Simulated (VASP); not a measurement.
Runs of VASP 6.6.1 on C. The structure is that of space group P6_3/mmc (No. 194), or close to it. The cells are those of the table. 

```csv
task,cell,cutoff (eV),gap on the mesh (eV),pressure (GPa)
single point,"a = 1.507, b = 1.507, c = 3.675 Å, angles 90.0, 90.0, 120.0°, 2 atoms",520,none,381.5
relaxation of cell and atoms,"relaxed to 380 GPa from a = 1.723, b = 1.723, c = 2.792 Å, angles 90.0, 90.0, 120.0°, 2 atoms",600,none,380.1
single point,"a = 1.511, b = 1.511, c = 3.653 Å, angles 90.0, 90.0, 120.0°, 2 atoms",520,none,(a)
relaxation of cell and atoms,"relaxed to 380 GPa from a = 1.511, b = 1.511, c = 3.653 Å, angles 90.0, 90.0, 120.0°, 2 atoms",600,none,380.0
```

Alike in all rows: level PBE; potentials or basis VASP PAW PBE potentials, release 64 (C); no spin polarisation; k mesh 26 × 26 × 14; smearing fermi-dirac 0.05 eV.

Problem. Estimate the missing entries.

Solution. (a) 381.3.

Caveats: the cell is relaxed towards a set pressure, so the enthalpy falls and the energy may rise (some runs).

A gap of «none» marks levels without a gap at the run's occupations.
